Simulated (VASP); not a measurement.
The system is Nb.

```
Nb
1.0
    -1.66500    1.66500    1.66500
     1.66500   -1.66500    1.66500
     1.66500    1.66500   -1.66500
Nb
1
Cartesian
  0.0000 0.0000 0.0000
```

| Quantity | Value |
| --- | --- |
| Program | VASP 6.6.1 |
| Task | relaxation of volume and atoms at fixed shape |
| Functional | PBEsol |
| Potentials or basis | VASP PAW PBE potentials, release 64 (Nb_sv) |
| Cutoff | 500 eV |
| k mesh | 9 × 9 × 9 |
| Occupations | gaussian, width 0.1 eV |
| Spin | no spin polarisation |

At the start: pressure -9.4 GPa; volume 18.46 Å³/atom.

**Question.** How do energy, volume and symmetry change on relaxing?

**Answer.** Over 4 steps the energy falls by 31.0 meV/atom and the volume is 17.45 Å³/atom (-5.5 %); space group Im-3m (No. 229, to 0.1 Å) before and after.

The path:
```
step  energy change (eV)  largest force (eV/Å)  pressure (GPa)  volume (Å³)
   1              0.0000                0.0000           -9.36        18.46
   2              0.0852                0.0000           23.74        15.73
   3             -0.0310                0.0000           -0.30        17.48
   4             -0.0310                0.0000           -0.04        17.45
```

Final structure:
```cif
data_structure
_symmetry_space_group_name_H-M 'P 1'
_symmetry_Int_Tables_number 1
_cell_length_a 2.8302
_cell_length_b 2.8302
_cell_length_c 2.8302
_cell_angle_alpha 109.471
_cell_angle_beta 109.471
_cell_angle_gamma 109.471
_cell_volume 17.45
loop_
_atom_site_label
_atom_site_type_symbol
_atom_site_fract_x
_atom_site_fract_y
_atom_site_fract_z
_atom_site_occupancy
Nb1 Nb 0.00000 0.00000 0.00000 1
```

Caveat: the PAW data sets were made with another functional, which shifts forces and pressure a little.
